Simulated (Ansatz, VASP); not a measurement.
# ZrC: VASP beside Ansatz

File INCAR:

```
PREC = Accurate
ENCUT = 520
EDIFF = 1E-6
ISMEAR = -1
SIGMA = 0.05
LREAL = False
LASPH = True
NELM = 60
ALGO = Normal
ISIF = 2
LWAVE = False
LCHARG = False
GGA = PE
NBANDS = 15
```

Contents of KPOINTS:

```
Automatic mesh
0
Gamma
  15 15 15
```

Contents of POSCAR:

```
ZrC
1.0
    0.0000000000      2.3811373624      2.3811373624
    2.3811373624      0.0000000000      2.3811373624
    2.3811373624      2.3811373624      0.0000000000
Zr C
1 1
Direct
    0.5000000000      0.5000000000      0.5000000000
    0.0000000000      0.0000000000      0.0000000000
```

Input for Ansatz:

```yaml
crystal:
  lattice:
    - [0.0, 2.3811373624, 2.3811373624]
    - [2.3811373624, 0.0, 2.3811373624]
    - [2.3811373624, 2.3811373624, 0.0]
  atoms:
    - { symbol: Zr, position: [0.5, 0.5, 0.5] }
    - { symbol: C, position: [0.0, 0.0, 0.0] }
kpoints:
  mp_grid: { grid: [15, 15, 15] }
  band_path:
    path:
      - [0.0, 0.0, 0.0]
      - [0.5, 0.0, 0.5]
      - [0.625, 0.25, 0.625]
      - [0.375, 0.375, 0.75]
      - [0.0, 0.0, 0.0]
      - [0.5, 0.5, 0.5]
      - [0.5, 0.25, 0.75]
      - [0.5, 0.0, 0.5]
    npoints: 5
scf:
  occupations: { method: fermi_dirac, width: 0.05 }
hamiltonian:
  xc: pbe
  pseudopotentials: { kind: all_electron, lapw: { basis_error: 0.00025 } }
output:
  forces: true
  stress: true
  eigenvalues: true
```

Change from the starting cell: volume scaled by 1.04.

Alike in both runs: task single point; functional PBE; k mesh 15 × 15 × 15; occupations fermi-dirac, width 0.05 eV; no spin polarisation.

```csv
,VASP,Ansatz
version,VASP 6.6.1,Ansatz 0.2.0
potentials or method,"VASP PAW PBE potentials, release 64 (Zr_sv, C), cutoff 520 eV","all-electron LAPW, scalar-relativistic"
```

|  | VASP | Ansatz | Ansatz less VASP |
| --- | --- | --- | --- |
| pressure (GPa) | -6.8 | -7.0 | -0.16 |

Ansatz ran all-electron here, and VASP with PAW potentials.
